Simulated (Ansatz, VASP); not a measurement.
## Na: VASP beside Ansatz

INCAR

```
SYSTEM = Na
PREC = Accurate
ENCUT = 520
EDIFF = 1E-6
ISMEAR = 0
SIGMA = 0.15
LREAL = .FALSE.
LASPH = .TRUE.
NELM = 60
ALGO = Fast
ISIF = 2
LWAVE = .FALSE.
LCHARG = .FALSE.
GGA = PE
NBANDS = 10
```

Contents of KPOINTS:

```
regular mesh
0
G
  16 16 16
  0 0 0
```

The input POSCAR:

```
Na
1.0
   -2.0698562500      2.0698562500      2.1175000000
    2.0698562500     -2.0698562500      2.1175000000
    2.1651437500      2.1651437500     -2.1175000000
Na
1
Direct
    0.0000000000      0.0000000000      0.0000000000
```

Input for Ansatz:

```yaml
crystal:
  lattice:
    - [-2.06985625, 2.06985625, 2.1175]
    - [2.06985625, -2.06985625, 2.1175]
    - [2.16514375, 2.16514375, -2.1175]
  atoms:
    - { symbol: Na, position: [0.0, 0.0, 0.0] }
basis:
  ecutwfc: 420
kpoints:
  mp_grid: { grid: [16, 16, 16] }
hamiltonian:
  xc: pbe
scf:
  occupations: { method: gaussian, width: 0.15 }
output:
  forces: true
  stress: true
  eigenvalues: true
```

Change from the starting cell: strain +0.0450 x Voigt [0, 0, 0, 0, 0, 1], atoms carried along.

Alike in both runs: task single point; functional PBE; k mesh 16 × 16 × 16; occupations gaussian, width 0.15 eV; no spin polarisation.

|  | VASP | Ansatz |
| --- | --- | --- |
| version | VASP 6.6.1 | Ansatz 0.2.0 |
| potentials or method | VASP PAW PBE potentials, release 64 (Na_pv), cutoff 520 eV | scalar-relativistic, plane waves, PAW |
| valence electrons in the cell | 7 | 9 |

|  | VASP | Ansatz | Ansatz less VASP |
| --- | --- | --- | --- |
| gap on the k mesh at the Fermi level (eV) | none | none | - |
| pressure (GPa) | -0.3 | -0.2 | +0.10 |
| traceless stress, the component that is largest in VASP (GPa) | -0.28 | -0.28 | +0.002 |

A gap of «none» marks a metal or a gap that the smearing closes. VASP's potentials hold 7 valence electrons a cell and Ansatz's 9, so a difference there can come from the potentials and not from the codes.
